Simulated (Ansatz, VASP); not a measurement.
# One calculation of BP, two programs

INCAR

```
SYSTEM = BP
  PREC = Accurate
  ENCUT = 520
  EDIFF = 1E-7
  ISMEAR = 0
  SIGMA = 0.01
  LREAL = .False.
  LASPH = .True.
  NELM = 80
  ALGO = Normal
  ISIF = 2
  LWAVE = .False.
  LCHARG = .False.
  GGA = PS
  NBANDS = 11
```

KPOINTS

```
regular mesh
0
Gamma
  8 8 8
  0 0 0
```

The input POSCAR:

```
BP
1.0
    2.2826725682      2.2826725682      0.0000000000
   -2.2826725682      2.2826725682      0.0000000000
    0.0000000000      2.2826725682      2.2495677310
B P
1 1
Direct
    0.0000000000      0.0000000000      0.0000000000
    0.7500000000      0.2500000000      0.5000000000
```

Input for Ansatz:

```yaml
crystal:
  lattice:
    - [2.28267256823, 2.28267256823, 0.0]
    - [-2.28267256823, 2.28267256823, 0.0]
    - [0.0, 2.28267256823, 2.24956773104]
  atoms:
    - { symbol: B, position: [0.0, 0.0, 0.0] }
    - { symbol: P, position: [0.75, 0.25, 0.5] }
kpoints:
  mp_grid: { grid: [8, 8, 8] }
scf:
  occupations: { method: fixed }
  convergence: { dr2_threshold: 1.0e-10 }
hamiltonian:
  xc: pbesol
  pseudopotentials: { kind: all_electron, lapw: { basis_error: 0.0005 } }
output:
  forces: true
  stress: true
  eigenstates:
    kpoints:
      - [0.0, 0.0, 0.0]
      - [0.41669625, -0.41669625, 0.0]
      - [0.41669625, 0.41669625, 0.41669625]
      - [0.0, 0.0, 0.41669625]
      - [-0.5, -0.5, -0.5]
      - [-0.5, 0.5, 0.0]
      - [0.0, 0.0, -0.5]
      - [0.0, -0.5, -0.5]
      - [0.0, 0.5, 0.0]
      - [-0.5, 0.0, 0.0]
      - [-0.5, 0.0, -0.5]
  eigenvalues: true
```

Change from the starting cell: film at in-plane strain +0.01.

Alike in both runs: task single point; functional PBEsol; k mesh 8 × 8 × 8; no spin polarisation.

|  | VASP | Ansatz |
| --- | --- | --- |
| version | VASP 6.6.1 | Ansatz 0.2.0 |
| potentials or method | VASP PAW PBE potentials, release 64 (B, P), cutoff 520 eV | all-electron LAPW, scalar-relativistic |
| occupations | gaussian, width 0.01 eV | fixed |

|  | VASP | Ansatz | Ansatz less VASP |
| --- | --- | --- | --- |
| gap on the k mesh at the Fermi level (eV) | 0.95 | 0.96 | +0.007 |
| pressure (GPa) | -2.4 | -2.6 | -0.16 |
| traceless stress, the component that is largest in VASP (GPa) | 2.50 | 2.50 | +0.003 |

VASP's potentials were made for PBE, not for PBEsol. Ansatz ran all-electron here, and VASP with PAW potentials.
